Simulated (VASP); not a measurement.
Runs of VASP 6.6.1 on SiC. The structure is that of space group P6_3mc (No. 186), or close to it. The cells are those of the table. 

```tsv
task	level	cell	cutoff (eV)	gap on the mesh (eV)	pressure (GPa)	largest force (eV/Å)
single point	PBEsol	a = 3.053, b = 3.053, c = 14.965 Å, angles 90.0, 90.0, 120.0°, 12 atoms	520	1.90	6.5	0.15
single point	revPBE	a = 3.095, b = 3.095, c = 15.170 Å, angles 90.0, 90.0, 120.0°, 12 atoms	520	2.03	(a)	0.14
single point	revPBE	a = 3.032, b = 3.032, c = 14.860 Å, angles 90.0, 90.0, 120.0°, 12 atoms	520	2.01	17.3	0.15
relaxation of cell and atoms	PBE	relaxed from a = 3.095, b = 3.095, c = 15.170 Å, angles 90.0, 90.0, 120.0°, 12 atoms	600	2.03	0.0	-
single point	revPBE	a = 3.074, b = 3.074, c = 15.068 Å, angles 90.0, 90.0, 120.0°, 12 atoms	520	2.02	(b)	0.14
```

Alike in all rows: potentials or basis VASP PAW PBE potentials, release 64 (Si, C); no spin polarisation; k mesh 10 × 10 × 2; smearing fermi-dirac 0.05 eV.

Question: Fill in the values left out.

Answer: (a) 2.2; (b) 6.8.

Caveats: the PAW data sets were made with another functional, which shifts forces and pressure a little (at least some runs); the cell stands under pressure (at least some runs).

A k mesh can miss the band edges.
